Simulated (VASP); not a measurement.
# Ti2TeAs2 (P4/mmm) in VASP: single point with PBE

Aim: the single point of Ti2TeAs2 with PBE.

Everything below comes from runs of VASP 6.6.1. Logs are shortened: lines on timing, memory, paths and dates and some standing lists are left out, and cuts for length are marked.

## 1. The cell of the first run

The structure is tetragonal, space group P4/mmm (No. 123). Conventional cell: a = 4.474 Å, b = 4.474 Å, c = 6.069 Å, α = 90.00°, β = 90.00°, γ = 90.00°. Within 3.6 Å of Ti (site symmetry mmm) lie 4 As at 2.74 Å and 4 Ti at 3.16 Å. Te (site symmetry 4/mmm) has 8 As at 3.48 Å and 8 Ti at 3.77 Å and 4 Te at 4.47 Å within 4.6 Å. As (site symmetry 4mm) has 4 Ti at 2.74 Å and 2 As at 2.91 to 3.16 Å and 4 Te at 3.48 Å within 3.6 Å.

## 2. Single point, PBE

Input file INCAR:

```
ALGO     = Normal         # electronic algorithm
EDIFF    = 1E-6           # SCF threshold, eV
ENCUT    = 520            # plane-wave cutoff, eV
GGA      = PE             # functional
ISIF     = 2              # what is computed and relaxed
ISMEAR   = 0              # smearing method
LASPH    = T              # aspherical terms in the spheres
LCHARG   = F              # write CHGCAR
LREAL    = F              # projectors in reciprocal space
LWAVE    = F              # write WAVECAR
NBANDS   = 28             # bands
NELM     = 80             # most SCF steps
PREC     = Accurate       # precision mode
SIGMA    = 0.1            # smearing width, eV
```

Input file KPOINTS:

```
k-points
0
Gamma
  4 4 4
```

Input file POSCAR:

```
Ti2TeAs2
1.0
    4.4737435700      0.0000000000      0.0000000000
    0.0000000000      4.4737435700      0.0000000000
    0.0000000000      0.0000000000      6.0685014400
Ti Te As
2 1 2
Direct
    0.0000000000      0.5000000000      0.5000000000
    0.5000000000      0.0000000000      0.5000000000
    0.0000000000      0.0000000000      0.0000000000
    0.5000000000      0.5000000000      0.2399999900
    0.5000000000      0.5000000000      0.7600000100
```

Potentials or basis: VASP PAW PBE potentials, release 64 (Ti_sv, Te, As).

On the command line:

```sh
$ cat potpaw_PBE.64/Ti_sv/POTCAR potpaw_PBE.64/Te/POTCAR potpaw_PBE.64/As/POTCAR > POTCAR
$ mpirun -np 1 vasp_std > vasp.out
```

OUTCAR:

```text
EDIFF = 1E-6
   ENCUT = 520
   GGA = PE
   ISIF = 2
   ISMEAR = 0
   LASPH = T
   LREAL = F
   NELM = 80
   PREC = Accurate

 ion  position               nearest neighbor table
   1  0.000  0.500  0.500-   4 2.74   5 2.74   4 2.74   5 2.74
   2  0.500  0.000  0.500-   4 2.74   5 2.74   4 2.74   5 2.74
   3  0.000  0.000  0.000-
   4  0.500  0.500  0.240-   1 2.74   2 2.74   2 2.74   1 2.74   5 2.91
   5  0.500  0.500  0.760-   1 2.74   2 2.74   2 2.74   1 2.74   4 2.91

  LATTYP: Found a simple tetragonal cell.
 ALAT       =     4.4737435700
 C/A-ratio  =     1.3564705587

  Lattice vectors:

 A1 = (   4.4737435700,   0.0000000000,   0.0000000000)
 A2 = (   0.0000000000,   4.4737435700,   0.0000000000)
 A3 = (   0.0000000000,   0.0000000000,   6.0685014400)

Analysis of symmetry for initial positions (statically):
=====================================================================
 Subroutine PRICEL returns:
 Original cell was already a primitive cell.

 Routine SETGRP: Setting up the symmetry group for a
 simple tetragonal supercell.

 Subroutine GETGRP returns: Found 16 space group operations
 (whereof 16 operations were pure point group operations)
 out of a pool of 16 trial point group operations.

The static configuration has the point symmetry D_4h.

Analysis of symmetry for dynamics (positions and initial velocities):
=====================================================================
 Subroutine PRICEL returns:
 Original cell was already a primitive cell.

 Routine SETGRP: Setting up the symmetry group for a
 simple tetragonal supercell.

 Subroutine GETGRP returns: Found 16 space group operations
 (whereof 16 operations were pure point group operations)
 out of a pool of 16 trial point group operations.

The dynamic configuration has the point symmetry D_4h.

 Subroutine INISYM returns: Found 16 space group operations
 (whereof 16 operations are pure point group operations),
 and found     1 'primitive' translations

----------------------------------------------------------------------------------------

                                     Primitive cell

  volume of cell :     121.4573

  direct lattice vectors                    reciprocal lattice vectors
     4.473743570  0.000000000  0.000000000     0.223526446  0.000000000  0.000000000
     0.000000000  4.473743570  0.000000000     0.000000000  0.223526446  0.000000000
     0.000000000  0.000000000  6.068501440     0.000000000  0.000000000  0.164785328

  length of vectors
     4.473743570  4.473743570  6.068501440     0.223526446  0.223526446  0.164785328

  position of ions in fractional coordinates (direct lattice)
     0.000000000  0.500000000  0.500000000
     0.500000000  0.000000000  0.500000000
     0.000000000  0.000000000  0.000000000
     0.500000000  0.500000000  0.239999990
     0.500000000  0.500000000  0.760000010

  ion indices of the primitive-cell ions
   primitive index   ion index
                 1           1
                 2           2
                 3           3
                 4           4
                 5           5

----------------------------------------------------------------------------------------

 KPOINTS: k-points

Automatic generation of k-mesh.
 Grid dimensions read from file:
 generate k-points for:    4    4    4

 Generating k-lattice:

  Cartesian coordinates                     Fractional coordinates (reciprocal lattice)
     0.055881611  0.000000000  0.000000000     0.250000000  0.000000000  0.000000000
     0.000000000  0.055881611  0.000000000     0.000000000  0.250000000  0.000000000
     0.000000000  0.000000000  0.041196332     0.000000000  0.000000000  0.250000000

  Length of vectors
     0.055881611  0.055881611  0.041196332

  Shift w.r.t. Gamma in fractional coordinates (k-lattice)
     0.000000000  0.000000000  0.000000000

 Subroutine IBZKPT returns following result:
 ===========================================

 Found     18 irreducible k-points:

 Following reciprocal coordinates:
            Coordinates               Weight
  0.000000  0.000000  0.000000      1.000000
  0.250000  0.000000  0.000000      4.000000
  0.500000  0.000000  0.000000      2.000000
  0.250000  0.250000  0.000000      4.000000
  0.500000  0.250000  0.000000      4.000000
  0.500000  0.500000  0.000000      1.000000
[... 10 lines left out ...]
  0.500000  0.250000  0.500000      4.000000
  0.500000  0.500000  0.500000      1.000000
   k-points           NKPTS =     18   k-points in BZ     NKDIM =     18   number of bands    NBANDS=     28
   number of dos      NEDOS =    301   number of ions     NIONS =      5
   total plane-waves  NPLWV =  62208
   dimension x,y,z NGX =    36 NGY =   36 NGZ =   48
   dimension x,y,z NGXF=    72 NGYF=   72 NGZF=   96
   ions per type =               2   1   2
   NGX,Y,Z   is equivalent  to a cutoff of  13.38, 13.38, 13.15 a.u.
   NGXF,Y,Z  is equivalent  to a cutoff of  26.76, 26.76, 26.30 a.u.
 SYSTEM =  unknown system
   PREC   = accura    normal or accurate (medium, high low for compatibility)
   ISTART =      0    job   : 0-new  1-cont  2-samecut
   ICHARG =      2    charge: 1-file 2-atom 10-const
   ISPIN  =      1    spin polarized calculation?
   LNONCOLLINEAR =      F non collinear calculations
   LSORBIT =      F    spin-orbit coupling
   LASPH  =      T    aspherical Exc in radial PAW
   ENCUT  =  520.0 eV  38.22 Ry    6.18 a.u.   8.32  8.32 11.28*2*pi/ulx,y,z
   NELM   =     80;   NELMIN=  2; NELMDL= -5     # of ELM steps
   EDIFF  = 0.1E-05   stopping-criterion for ELM
   LREAL  =      F    real-space projection
   EDIFFG = 0.1E-04   stopping-criterion for IOM
   NSW    =      0    number of steps for IOM
   IBRION =     -1    ionic relax: 0-MD 1-quasi-New 2-CG
   NFREE  =      0    steps in history (QN), initial steepest desc. (CG)
   ISIF   =      2    stress and relaxation
   ISYM   =      2    0-nonsym 1-usesym 2-fastsym
   POTIM  = 0.5000    time-step for ionic-motion
   TEBEG  =    0.0;   TEEND  =   0.0 temperature during run
   PSTRESS=    0.0 pullay stress
   NELECT =      40.0000    total number of electrons
   NUPDOWN=      -1.0000    fix difference up-down
   EMIN   =  10.00;   EMAX   =-10.00  energy-range for DOS
   EFERMI =   0.00;   METHOD = LEGACY
   ISMEAR =     0;   SIGMA  =   0.10  broadening in eV -4-tet -1-fermi 0-gaus
   EFERMI_NEDOS =   21; number of points for ismear=-14 and -15
   IALGO  =     38    algorithm
   IMIX   =      4    mixing-type and parameters
     AMIX     =   0.40;   BMIX     =  1.00
     AMIX_MAG =   1.60;   BMIX_MAG =  1.00
  volume/ion in A,a.u.               =      24.29       163.93
  Fermi-wavevector in a.u.,A,eV,Ry     =   1.130543  2.136416 17.389969  1.278127
  Thomas-Fermi vector in A             =   2.267239
   LORBIT       =      0    0 simple, 1 ext, 2 COOP (PROOUT), +10 PAW based schemes
   GGA     = PE    functional components
   LHFCALC =     F    Hartree Fock is set to
   AEXX    =    0.0000 exact exchange contribution
   IVDW    =     0    specifies the selected vdW correction
   LEPSILON=     F    determine dielectric tensor
   LRPA    =     F    only Hartree local field effects (RPA)
 non-spin polarized calculation
 Gauss-broadening in eV      SIGMA  =   0.10
  energy-cutoff  :      520.00
  volume of cell :      121.46
 maximum number of plane-waves:      3310
 NGX is ok and might be reduce to    36
   NGX = 17   NGY = 17   NGZ = 23

 number of electron      39.9999990 magnetization

 Free energy of the ion-electron system (eV)
  ---------------------------------------------------
  ext. energy  EPLUGINS =         0.00000000
  ---------------------------------------------------
  free energy    TOTEN  =       -27.98664101 eV

  energy without entropy =      -27.94751366  energy(sigma->0) =      -27.96707734

 E-fermi :   5.5238     XC(G=0):  -9.9049

 val. band max:        5.4969969607   @ k =   0.2500   0.2500   0.5000
 cond. band min:       5.5394219899   @ k =   0.5000   0.2500   0.0000
 fundamental gap:      0.0424250292
 Fermi energy:         5.5237633992

 k-point     1 :       0.0000    0.0000    0.0000
  band No.  band energies     occupation
      1     -51.8949      2.00000
      2     -51.8665      2.00000
      3     -28.2531      2.00000
      4     -28.2179      2.00000
      5     -28.1499      2.00000
      6     -28.1499      2.00000
[... 20 lines left out ...]
     27       7.9943      0.00000
     28       8.8646      0.00000

 k-point     2 :       0.2500    0.0000    0.0000
  band No.  band energies     occupation
      1     -51.8907      2.00000
      2     -51.8706      2.00000
      3     -28.2477      2.00000
      4     -28.2228      2.00000
      5     -28.1352      2.00000
      6     -28.1336      2.00000
[... 20 lines left out ...]
     27       7.5154      0.00000
     28       7.6676      0.00000

 k-point     3 :       0.5000    0.0000    0.0000
  band No.  band energies     occupation
      1     -51.8807      2.00000
      2     -51.8806      2.00000
      3     -28.2353      2.00000
      4     -28.2347      2.00000
      5     -28.1138      2.00000
      6     -28.1112      2.00000
[... 20 lines left out ...]
     27       6.8720      0.00000
     28       6.8724      0.00000

 k-point     4 :       0.2500    0.2500    0.0000
  band No.  band energies     occupation
      1     -51.8877      2.00000
      2     -51.8735      2.00000
      3     -28.2438      2.00000
      4     -28.2262      2.00000
      5     -28.1660      2.00000
      6     -28.0839      2.00000
[... 20 lines left out ...]
     27       7.6004      0.00000
     28       7.7213      0.00000

 k-point     5 :       0.5000    0.2500    0.0000
  band No.  band energies     occupation
      1     -51.8806      2.00000
      2     -51.8805      2.00000
      3     -28.2349      2.00000
      4     -28.2346      2.00000
      5     -28.1700      2.00000
      6     -28.0984      2.00000
[... 20 lines left out ...]
     27       6.9675      0.00000
     28       7.3998      0.00000

 k-point     6 :       0.5000    0.5000    0.0000
  band No.  band energies     occupation
      1     -51.8805      2.00000
      2     -51.8805      2.00000
      3     -28.2345      2.00000
      4     -28.2345      2.00000
      5     -28.1940      2.00000
      6     -28.1269      2.00000
[... 277 lines left out ...]
      5     -28.1138      2.00000
      6     -28.1112      2.00000
[... 20 lines left out ...]
     27       7.1426      0.00000
     28       7.3518      0.00000

 k-point    16 :       0.2500    0.2500    0.5000
  band No.  band energies     occupation
      1     -51.8877      2.00000
      2     -51.8735      2.00000
      3     -28.2439      2.00000
      4     -28.2262      2.00000
      5     -28.1660      2.00000
      6     -28.0839      2.00000
[... 20 lines left out ...]
     27       7.2020      0.00000
     28       7.9843      0.00000

 k-point    17 :       0.5000    0.2500    0.5000
  band No.  band energies     occupation
      1     -51.8806      2.00000
      2     -51.8805      2.00000
      3     -28.2349      2.00000
      4     -28.2346      2.00000
      5     -28.1700      2.00000
      6     -28.0983      2.00000
[... 20 lines left out ...]
     27       7.2058      0.00000
     28       7.2614      0.00000

 k-point    18 :       0.5000    0.5000    0.5000
  band No.  band energies     occupation
      1     -51.8805      2.00000
      2     -51.8805      2.00000
      3     -28.2345      2.00000
      4     -28.2345      2.00000
      5     -28.1940      2.00000
      6     -28.1268      2.00000
[... 20 lines left out ...]
     27       7.1528      0.00000
     28       8.1204      0.00000

------------------------ aborting loop because EDIFF is reached ----------------------------------------

  FORCE on cell =-STRESS in cart. coord.  units (eV):
  Direction    XX          YY          ZZ          XY          YZ          ZX
  --------------------------------------------------------------------------------------
  -------------------------------------------------------------------------------------
  Total       -4.7464065     -4.7464065    -10.3645523      0.0000000      0.0000000     -0.0000000
  in kB      -62.6111786    -62.6111786   -136.7217146      0.0000000      0.0000000     -0.0000000
  external PRESSURE =     -87.3146906 kB  Pullay stress =       0.0000000 kB

 VOLUME and BASIS-vectors are now :
 -----------------------------------------------------------------------------
  energy-cutoff  :      520.00
  volume of cell :      121.46
      direct lattice vectors                 reciprocal lattice vectors
     4.473743570  0.000000000  0.000000000     0.223526446  0.000000000  0.000000000
     0.000000000  4.473743570  0.000000000     0.000000000  0.223526446  0.000000000
     0.000000000  0.000000000  6.068501440     0.000000000  0.000000000  0.164785328

 POSITION                                       TOTAL-FORCE (eV/Angst)
 -----------------------------------------------------------------------------------
      0.00000      2.23687      3.03425        -0.000000      0.000000     -0.000000
      2.23687      0.00000      3.03425        -0.000000      0.000000     -0.000000
      0.00000      0.00000      0.00000        -0.000000      0.000000     -0.000000
      2.23687      2.23687      1.45644         0.000000     -0.000000      0.429797
      2.23687      2.23687      4.61206        -0.000000      0.000000     -0.429797
 -----------------------------------------------------------------------------------
    total drift:                                0.000000      0.000000      0.000000

  FREE ENERGIE OF THE ION-ELECTRON SYSTEM (eV)
  ---------------------------------------------------
  free  energy   TOTEN  =       -27.9866410141 eV

  energy  without entropy=      -27.9475136616  energy(sigma->0) =      -27.96707734
```

Run time: 1.9 min. Hardware: 1 thread of Intel Xeon 8259CL, shared host; peak memory 0.27 GiB.

What came out:

```yaml
Free_energy: -27.9866 eV
Pressure: -8.7 GPa
Largest_force: 0.430 eV/Å
Band_gap_on_the_k_mesh: zero (band 20 reaches 5.97 eV, above the bottom of band 21 at 5.33 eV)
```

Forces in eV/Å, atoms in the order of the input:
```
Ti   0.000  0.000  0.000
Ti   0.000  0.000  0.000
Te   0.000  0.000  0.000
As   0.000  0.000  0.430
As   0.000  0.000 -0.430
```

Caveat: spin-orbit coupling is left out, which moves the levels of the heavy elements.
